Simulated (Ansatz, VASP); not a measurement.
## Si3N4 in VASP and in Ansatz

Contents of INCAR:

```
SYSTEM = Si3N4
  PREC = Accurate
  ENCUT = 520
  EDIFF = 1E-6
  ISMEAR = -1
  SIGMA = 0.02
  LREAL = .False.
  LASPH = .True.
  NELM = 100
  ALGO = Normal
  ISIF = 2
  LWAVE = .False.
  LCHARG = .False.
  GGA = PE
  IBRION = 2
  NSW = 80
  EDIFFG = -0.02
```

Contents of KPOINTS:

```
Automatic mesh
0
Gamma
  6 6 6
  0 0 0
```

The input POSCAR:

```
Si3N4
1.0
   -3.2373500000      3.2373500000      3.2373500000
    3.2373500000     -3.2373500000      3.2373500000
    3.2373500000      3.2373500000     -3.2373500000
Si N
6 8
Direct
    0.2500000000      0.1250000000      0.8750000000
    0.8750000000      0.2500000000      0.1250000000
    0.7500000000      0.3750000000      0.6250000000
    0.6250000000      0.7500000000      0.3750000000
    0.1250000000      0.8750000000      0.2500000000
    0.3750000000      0.6250000000      0.7500000000
    0.5628000000      0.5628000000      0.5628000000
    0.4372000000      0.5000000000      0.0000000000
    0.5000000000      0.0000000000      0.9372000000
    0.0000000000      0.4372000000      0.5000000000
    0.9372000000      0.5000000000      0.0000000000
    0.0628000000      0.0628000000      0.0628000000
    0.0000000000      0.9372000000      0.5000000000
    0.5000000000      0.0000000000      0.4372000000
```

Input for Ansatz:

```yaml
crystal:
  lattice:
    - [-3.23735, 3.23735, 3.23735]
    - [3.23735, -3.23735, 3.23735]
    - [3.23735, 3.23735, -3.23735]
  atoms:
    - { symbol: Si, position: [0.25, 0.125, 0.875] }
    - { symbol: Si, position: [0.875, 0.25, 0.125] }
    - { symbol: Si, position: [0.75, 0.375, 0.625] }
    - { symbol: Si, position: [0.625, 0.75, 0.375] }
    - { symbol: Si, position: [0.125, 0.875, 0.25] }
    - { symbol: Si, position: [0.375, 0.625, 0.75] }
    - { symbol: "N", position: [0.5628, 0.5628, 0.5628] }
    - { symbol: "N", position: [0.4372, 0.5, 0.0] }
    - { symbol: "N", position: [0.5, 0.0, 0.9372] }
    - { symbol: "N", position: [0.0, 0.4372, 0.5] }
    - { symbol: "N", position: [0.9372, 0.5, 0.0] }
    - { symbol: "N", position: [0.0628, 0.0628, 0.0628] }
    - { symbol: "N", position: [0.0, 0.9372, 0.5] }
    - { symbol: "N", position: [0.5, 0.0, 0.4372] }
kpoints:
  mp_grid: { grid: [6, 6, 6] }
scf:
  occupations: { method: fermi_dirac, width: 0.02 }
hamiltonian:
  xc: pbe
  pseudopotentials: { kind: paw, frozen_core: stored }
output:
  forces: true
  stress: true
  populations: true
  efg: { quadrupole_moments_barn: { "N": 0.02044 } }
relax:
  f_tol: 0.02
  max_steps: 60
```

Alike in both runs: task relaxation of the atoms; functional PBE; k mesh 6 × 6 × 6; occupations fermi-dirac, width 0.02 eV; no spin polarisation.

```csv
,VASP,Ansatz
version,VASP 6.6.1,Ansatz 0.2.0
potentials or method,"VASP PAW PBE potentials, release 64 (Si, N)","plane-wave PAW, scalar-relativistic"
plane-wave cutoff (eV),520,420
valence electrons in the cell,64,64
```

|  | VASP | Ansatz | Ansatz less VASP |
| --- | --- | --- | --- |
| gap on the k mesh at the Fermi level, each at its own relaxed structure (eV) | 4.07 | 4.07 | +0.005 |

Ansatz's warnings: stress scf threshold loose.

Noted on VASP's run: the relaxation stopped at its first step, so nothing moved.
